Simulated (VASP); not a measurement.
# Bi (R-3m) in VASP: further runs

Bi is run at these levels: LDA; tasks: single point.

Program: VASP 6.6.1. These are calculated values, not measurements. Logs are shortened: lines on timing, memory, paths and dates and some standing lists are left out, and cuts for length are marked.

### Step 1. The cell of the first run

It takes space group R-3m (No. 166, trigonal). The conventional cell has a = 7.061 Å, b = 7.061 Å, c = 2.162 Å, α = 90.00°, β = 90.00°, γ = 120.00°. Within 2.9 Å of Bi (site symmetry -3m) lie 2 Bi at 2.16 Å.

### Step 2. Single point, LDA

Contents of INCAR:

```
ALGO = Fast
EDIFF = 1E-6
ENCUT = 520
GGA = CA
ISIF = 2
ISMEAR = 0
LASPH = T
LCHARG = F
LREAL = F
LWAVE = F
NBANDS = 14
NELM = 60
PREC = Accurate
SIGMA = 0.15
```

Contents of KPOINTS:

```
k-points
0
Gamma
  18 18 18
```

Contents of POSCAR:

```
Bi
1.0
   -2.9125203752      2.0803716966      2.0803716966
    2.0803716966     -2.9125203752      2.0803716966
    2.0803716966      2.0803716966     -2.9125203752
Bi
1
Direct
    0.0000000000      0.0000000000      0.0000000000
```

Potentials or basis: VASP PAW LDA potentials, release 64 (Bi_d).

On the command line:

```bash
> cat potpaw_LDA.64/Bi_d/POTCAR > POTCAR
> mpirun -np 1 vasp_std > vasp.out
```

OUTCAR:

```text
EDIFF = 1E-6
   ENCUT = 520
   GGA = CA
   ISIF = 2
   ISMEAR = 0
   LASPH = T
   LREAL = F
   NELM = 60
   PREC = Accurate

 ion  position               nearest neighbor table
   1  0.000  0.000  0.000-

  LATTYP: Found a trigonal (rhomboedric) cell.
 ALAT       =     4.1398874052
 COS(alpha) =    -0.4545454545

  Lattice vectors:

 A1 = (  -2.9125203752,   2.0803716966,   2.0803716966)
 A2 = (   2.0803716966,  -2.9125203752,   2.0803716966)
 A3 = (   2.0803716966,   2.0803716966,  -2.9125203752)

Analysis of symmetry for initial positions (statically):
=====================================================================
 Subroutine PRICEL returns:
 Original cell was already a primitive cell.

 Routine SETGRP: Setting up the symmetry group for a
 trigonal (rhombohedral) supercell.

 Subroutine GETGRP returns: Found 12 space group operations
 (whereof 12 operations were pure point group operations)
 out of a pool of 12 trial point group operations.

The static configuration has the point symmetry D_3d.

Analysis of symmetry for dynamics (positions and initial velocities):
=====================================================================
 Subroutine PRICEL returns:
 Original cell was already a primitive cell.

 Routine SETGRP: Setting up the symmetry group for a
 trigonal (rhombohedral) supercell.

 Subroutine GETGRP returns: Found 12 space group operations
 (whereof 12 operations were pure point group operations)
 out of a pool of 12 trial point group operations.

The dynamic configuration has the point symmetry D_3d.

 Subroutine INISYM returns: Found 12 space group operations
 (whereof 12 operations are pure point group operations),
 and found     1 'primitive' translations

----------------------------------------------------------------------------------------

                                     Primitive cell

  volume of cell :      31.1169

  direct lattice vectors                    reciprocal lattice vectors
    -2.912520375  2.080371697  2.080371697     0.133523148  0.333807870  0.333807870
     2.080371697 -2.912520375  2.080371697     0.333807870  0.133523148  0.333807870
     2.080371697  2.080371697 -2.912520375     0.333807870  0.333807870  0.133523148

  length of vectors
     4.139887405  4.139887405  4.139887405     0.490595372  0.490595372  0.490595372

  position of ions in fractional coordinates (direct lattice)
     0.000000000  0.000000000  0.000000000

  ion indices of the primitive-cell ions
   primitive index   ion index
                 1           1

----------------------------------------------------------------------------------------

 KPOINTS: k-points

Automatic generation of k-mesh.
 Grid dimensions read from file:
 generate k-points for:   18   18   18

 Generating k-lattice:

  Cartesian coordinates                     Fractional coordinates (reciprocal lattice)
     0.007417953  0.018544882  0.018544882     0.055555556  0.000000000  0.000000000
     0.018544882  0.007417953  0.018544882     0.000000000  0.055555556  0.000000000
     0.018544882  0.018544882  0.007417953    -0.000000000 -0.000000000  0.055555556

  Length of vectors
     0.027255298  0.027255298  0.027255298

  Shift w.r.t. Gamma in fractional coordinates (k-lattice)
     0.000000000  0.000000000  0.000000000

 Subroutine IBZKPT returns following result:
 ===========================================

 Found    580 irreducible k-points:

 Following reciprocal coordinates:
            Coordinates               Weight
  0.000000  0.000000  0.000000      1.000000
  0.055556 -0.000000 -0.000000      6.000000
  0.111111 -0.000000 -0.000000      6.000000
  0.166667 -0.000000 -0.000000      6.000000
  0.222222 -0.000000 -0.000000      6.000000
  0.277778  0.000000  0.000000      6.000000
[... 16 lines left out ...]
 -0.277778  0.055556  0.000000     12.000000
 -0.222222  0.055556  0.000000     12.000000
 [... further k-points ...]
   k-points           NKPTS =    580   k-points in BZ     NKDIM =    580   number of bands    NBANDS=     14
   number of dos      NEDOS =    301   number of ions     NIONS =      1
   total plane-waves  NPLWV =  32768
   dimension x,y,z NGX =    32 NGY =   32 NGZ =   32
   dimension x,y,z NGXF=    64 NGYF=   64 NGZF=   64
   ions per type =               1
   NGX,Y,Z   is equivalent  to a cutoff of  12.85, 12.85, 12.85 a.u.
   NGXF,Y,Z  is equivalent  to a cutoff of  25.70, 25.70, 25.70 a.u.
 SYSTEM =  unknown system
   PREC   = accura    normal or accurate (medium, high low for compatibility)
   ISTART =      0    job   : 0-new  1-cont  2-samecut
   ICHARG =      2    charge: 1-file 2-atom 10-const
   ISPIN  =      1    spin polarized calculation?
   LNONCOLLINEAR =      F non collinear calculations
   LSORBIT =      F    spin-orbit coupling
   LASPH  =      T    aspherical Exc in radial PAW
   ENCUT  =  520.0 eV  38.22 Ry    6.18 a.u.   7.70  7.70  7.70*2*pi/ulx,y,z
   NELM   =     60;   NELMIN=  2; NELMDL= -5     # of ELM steps
   EDIFF  = 0.1E-05   stopping-criterion for ELM
   LREAL  =      F    real-space projection
   EDIFFG = 0.1E-04   stopping-criterion for IOM
   NSW    =      0    number of steps for IOM
   IBRION =     -1    ionic relax: 0-MD 1-quasi-New 2-CG
   NFREE  =      0    steps in history (QN), initial steepest desc. (CG)
   ISIF   =      2    stress and relaxation
   ISYM   =      2    0-nonsym 1-usesym 2-fastsym
   POTIM  = 0.5000    time-step for ionic-motion
   TEBEG  =    0.0;   TEEND  =   0.0 temperature during run
   PSTRESS=    0.0 pullay stress
   NELECT =      15.0000    total number of electrons
   NUPDOWN=      -1.0000    fix difference up-down
   EMIN   =  10.00;   EMAX   =-10.00  energy-range for DOS
   EFERMI =   0.00;   METHOD = LEGACY
   ISMEAR =     0;   SIGMA  =   0.15  broadening in eV -4-tet -1-fermi 0-gaus
   EFERMI_NEDOS =   21; number of points for ismear=-14 and -15
   IALGO  =     68    algorithm
   IMIX   =      4    mixing-type and parameters
     AMIX     =   0.40;   BMIX     =  1.00
     AMIX_MAG =   1.60;   BMIX_MAG =  1.00
  volume/ion in A,a.u.               =      31.12       209.99
  Fermi-wavevector in a.u.,A,eV,Ry     =   1.283630  2.425708 22.418388  1.647705
  Thomas-Fermi vector in A             =   2.415871
   LORBIT       =      0    0 simple, 1 ext, 2 COOP (PROOUT), +10 PAW based schemes
   GGA     = CA    functional components
   LHFCALC =     F    Hartree Fock is set to
   AEXX    =    0.0000 exact exchange contribution
   IVDW    =     0    specifies the selected vdW correction
   LEPSILON=     F    determine dielectric tensor
   LRPA    =     F    only Hartree local field effects (RPA)
 non-spin polarized calculation
 RMM-DIIS sequential band-by-band and
 Gauss-broadening in eV      SIGMA  =   0.15
  energy-cutoff  :      520.00
  volume of cell :       31.12
 maximum number of plane-waves:       878
   NGX = 15   NGY = 15   NGZ = 15

 number of electron      14.9999997 magnetization

 Free energy of the ion-electron system (eV)
  ---------------------------------------------------
  ext. energy  EPLUGINS =         0.00000000
  ---------------------------------------------------
  free energy    TOTEN  =         0.82064453 eV

  energy without entropy =        0.82748290  energy(sigma->0) =        0.82406371

 E-fermi :   8.0109     XC(G=0): -10.1047

 val. band max:        8.0043907630   @ k =  -0.2778   0.4444   0.2222
 cond. band min:       8.0127201270   @ k =  -0.4444   0.4444   0.3889
 fundamental gap:      0.0083293640
 Fermi energy:         8.0108692026

 k-point     1 :       0.0000    0.0000    0.0000
  band No.  band energies     occupation
      1     -20.8414      2.00000
      2     -16.2424      2.00000
      3     -16.2424      2.00000
      4     -15.1995      2.00000
      5     -15.1995      2.00000
      6      -7.9852      2.00000
      7       5.1826      2.00000
      8       5.1826      2.00000
      9      10.2868      0.00000
     10      14.0578      0.00000
     11      14.0578      0.00000
     12      14.6047      0.00000
     13      25.0994      0.00000
     14      25.0999      0.00000

 k-point     2 :       0.0556   -0.0000   -0.0000
  band No.  band energies     occupation
      1     -20.6651      2.00000
      2     -16.2298      2.00000
      3     -16.2294      2.00000
      4     -15.3057      2.00000
      5     -15.3056      2.00000
      6      -7.8942      2.00000
      7       5.3159      2.00000
      8       5.3671      2.00000
      9      10.4286      0.00000
     10      13.8913      0.00000
     11      14.1612      0.00000
     12      14.9857      0.00000
     13      25.0973      0.00000
     14      25.1423      0.00000

 k-point     3 :       0.1111   -0.0000   -0.0000
  band No.  band energies     occupation
      1     -20.1501      2.00000
      2     -16.1935      2.00000
      3     -16.1919      2.00000
      4     -15.6032      2.00000
      5     -15.6027      2.00000
      6      -7.6171      2.00000
      7       5.6870      2.00000
      8       5.8955      2.00000
      9      10.8580      0.00000
     10      13.7780      0.00000
     11      14.4756      0.00000
     12      15.7445      0.00000
     13      23.7575      0.00000
     14      24.9579      0.00000
[... 324 lines left out ...]
 k-point    23 :      -0.2778    0.0556    0.0000
  band No.  band energies     occupation
      1     -18.3063      2.00000
      2     -16.5379      2.00000
      3     -16.5350      2.00000
      4     -16.0679      2.00000
      5     -16.0597      2.00000
      6      -6.3610      2.00000
      7       6.2675      2.00000
      8       7.5057      2.00000
      9      13.0041      0.00000
     10      14.0562      0.00000
     11      16.3661      0.00000
     12      17.6302      0.00000
     13      18.9213      0.00000
     14      22.7754      0.00000

 k-point    24 :      -0.2222    0.0556    0.0000
  band No.  band energies     occupation
      1     -19.3388      2.00000
      2     -16.1377      2.00000
      3     -16.1312      2.00000
      4     -16.0374      2.00000
      5     -16.0355      2.00000
      6      -7.0772      2.00000
      7       5.6603      2.00000
      8       6.5569      2.00000
      9      12.1096      0.00000
     10      13.5330      0.00000
     11      15.4345      0.00000
     12      17.6842      0.00000
     13      20.7099      0.00000
     14      24.1929      0.00000

 [... further k-points ...]
[... 5 lines left out ...]
  --------------------------------------------------------------------------------------
  -------------------------------------------------------------------------------------
  Total       13.8934741     13.8934741     13.8934741     13.9692456     13.9692456     13.9692456
  in kB      715.3603974    715.3603974    715.3603974    719.2617915    719.2617915    719.2617915
  external PRESSURE =     715.3603974 kB  Pullay stress =       0.0000000 kB

 VOLUME and BASIS-vectors are now :
 -----------------------------------------------------------------------------
  energy-cutoff  :      520.00
  volume of cell :       31.12
      direct lattice vectors                 reciprocal lattice vectors
    -2.912520375  2.080371697  2.080371697     0.133523148  0.333807870  0.333807870
     2.080371697 -2.912520375  2.080371697     0.333807870  0.133523148  0.333807870
     2.080371697  2.080371697 -2.912520375     0.333807870  0.333807870  0.133523148

 POSITION                                       TOTAL-FORCE (eV/Angst)
 -----------------------------------------------------------------------------------
      0.00000      0.00000      0.00000        -0.000000      0.000000     -0.000000
 -----------------------------------------------------------------------------------
    total drift:                                0.000000      0.000000     -0.000000

  FREE ENERGIE OF THE ION-ELECTRON SYSTEM (eV)
  ---------------------------------------------------
  free  energy   TOTEN  =         0.8206445252 eV

  energy  without entropy=        0.8274829032  energy(sigma->0) =        0.82406371
```

It took 4.5 min on 1 thread of Intel Xeon 6975P-C (Granite Rapids), shared host; peak memory 0.34 GiB.

What came out:

- Free energy: 0.8206 eV
- Pressure: 71.5 GPa

Levels at points of the mesh, in eV from the Fermi level:
```
           k point  band 4  band 5  band 6  band 7  band 8  band 9  band 10  band 11  band 12  band 13
(0.00, 0.00, 0.00)  -23.21  -23.21  -16.00   -2.83   -2.83    2.28     6.05     6.05     6.59    17.09
(0.50, 0.00, 0.00)  -23.81  -22.34   -6.66   -4.68    2.59    4.37     6.83     8.77     9.69    10.11
(0.50, 0.50, 0.00)  -23.21  -23.21  -15.35   -6.43   -3.73    2.43     8.78    10.52    13.41    14.40
(0.50, 0.50, 0.50)  -23.81  -22.33   -6.41   -4.15    2.25    2.25     6.06     6.06    12.00    12.00
```

Caveat: spin-orbit coupling is left out, which moves the levels of the heavy elements.

(Part 1 of 2 ends here.)
